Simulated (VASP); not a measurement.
V, 1 atom in the cell. The structure is cubic, space group Im-3m (No. 229). The conventional cell has a = 2.984 Å, b = 2.984 Å, c = 2.984 Å, α = 90.00°, β = 90.00°, γ = 90.00°. V (site symmetry m-3m) has 14 V at 2.58 to 2.98 Å within 3.4 Å. 

```yaml
Program: VASP 6.6.1
Task: single point
Functional: r2SCAN
Potentials_or_basis: VASP PAW PBE potentials, release 64 (V_sv)
Cutoff: 520 eV
k_mesh: 15 × 15 × 15
Occupations: gaussian, width 0.2 eV
Spin: no spin polarisation
Dipole_correction: no
Further_INCAR_settings: ALGO = Normal; EDIFF = 1e-06; NBANDS = 12
```

Potentials or basis: VASP PAW PBE potentials, release 64 (V_sv).

The run is started by

```console
$ cat potpaw_PBE.64/V_sv/POTCAR > POTCAR
$ cp INCAR.step1 INCAR
$ mpirun -np 1 vasp_std > vasp.out
$ cp INCAR.step2 INCAR
$ mpirun -np 1 vasp_std > vasp.out
```

Hardware: 1 thread of AMD EPYC 9R45 96-Core Processor (Zen 5) (shared host).

**Question.** How long does it take, and how much memory?

**Answer.** It took 39 s on 1 thread of AMD EPYC 9R45 96-Core Processor (Zen 5), on a shared host, peak memory 0.11 GiB. Counts: k points 120.
